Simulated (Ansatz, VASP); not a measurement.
## MgO in VASP and in Ansatz

File INCAR:

```
  PREC = Accurate
  ENCUT = 600
  EDIFF = 1E-6
  ISMEAR = 0
  SIGMA = 0.01
  LREAL = False
  LASPH = True
  NELM = 60
  ALGO = Normal
  ISIF = 3
  LWAVE = False
  LCHARG = False
  GGA = PE
  IBRION = 2
  NSW = 80
  EDIFFG = -0.001
```

The input KPOINTS:

```
Automatic mesh
0
Gamma
  8 8 8
```

Contents of POSCAR:

```
MgO
1.0
    0.0000000000      2.3061620622      2.3061620622
    2.3061620622      0.0000000000      2.3061620622
    2.3061620622      2.3061620622      0.0000000000
Mg O
1 1
Direct
    0.5000000000      0.5000000000      0.5000000000
    0.2500000000      0.2500000000      0.2500000000
```

Input for Ansatz:

```yaml
crystal:
  lattice:
    - [0.0, 2.3061620622, 2.3061620622]
    - [2.3061620622, 0.0, 2.3061620622]
    - [2.3061620622, 2.3061620622, 0.0]
  atoms:
    - { symbol: Mg, position: [0.5, 0.5, 0.5] }
    - { symbol: O, position: [0.25, 0.25, 0.25] }
basis:
  ecutwfc: 420
kpoints:
  mp_grid: { grid: [8, 8, 8] }
hamiltonian:
  xc: pbe
scf:
  occupations: { method: fixed }
  initial_density: { chi_scale: 0.0 }
output:
  forces: true
  eigenvalues: true
  stress: true
relax:
  adjacent_minimum: "off"
  f_tol: 0.001
  max_steps: 60
  cell: { stress_tol: 0.01 }
```

Alike in both runs: task relaxation of cell and atoms; functional PBE; k mesh 8 × 8 × 8; no spin polarisation.

|  | VASP | Ansatz |
| --- | --- | --- |
| version | VASP 6.6.1 | Ansatz 0.2.0 |
| potentials or method | VASP PAW PBE potentials, release 64 (Mg, O), cutoff 600 eV | scalar-relativistic, plane waves, PAW |
| occupations | gaussian, width 0.01 eV | fixed |
| valence electrons in the cell | 8 | 16 |

|  | VASP | Ansatz | Ansatz less VASP |
| --- | --- | --- | --- |
| gap on the k mesh at the Fermi level, each at its own relaxed structure (eV) | 3.49 | 3.48 | -0.011 |
| relaxed volume (Å³/atom) | 12.21 | 12.27 | +0.059 |
| relaxed cell length with the largest relative difference (Å) | 3.256 | 3.261 | +0.0052 |

VASP's potentials hold 8 valence electrons a cell and Ansatz's 16, so a difference there can come from the potentials and not from the codes.
